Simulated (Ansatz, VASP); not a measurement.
**Two plane-wave programs on BiS**

```
CELL_PARAMETERS angstrom
3.56795 0.00000 0.00000
0.00000 3.56795 0.00000
0.00000 0.00000 3.56795
ATOMIC_POSITIONS crystal
Bi 0.00000 0.00000 0.00000
S 0.50000 0.50000 0.50000
```

Alike in both runs: task single point; functional PBEsol; k mesh 10 × 10 × 10; occupations gaussian, width 0.05 eV; no spin polarisation.

|  | VASP | Ansatz |
| --- | --- | --- |
| version | VASP 6.6.1 | Ansatz 0.2.0 |
| potentials or method | VASP PAW PBE potentials, release 64 (Bi_d, S), cutoff 520 eV | scalar-relativistic, plane waves, PAW |
| valence electrons in the cell | 21 | 21 |

|  | VASP | Ansatz | Ansatz less VASP |
| --- | --- | --- | --- |
| gap on the k mesh at the Fermi level (eV) | none | none | - |
| pressure (GPa) | -3.0 | -3.0 | +0.03 |

VASP's potentials were made for PBE, not for PBEsol. A gap of «none» marks a metal or a gap that the smearing closes.

Neither program's run includes spin-orbit coupling.
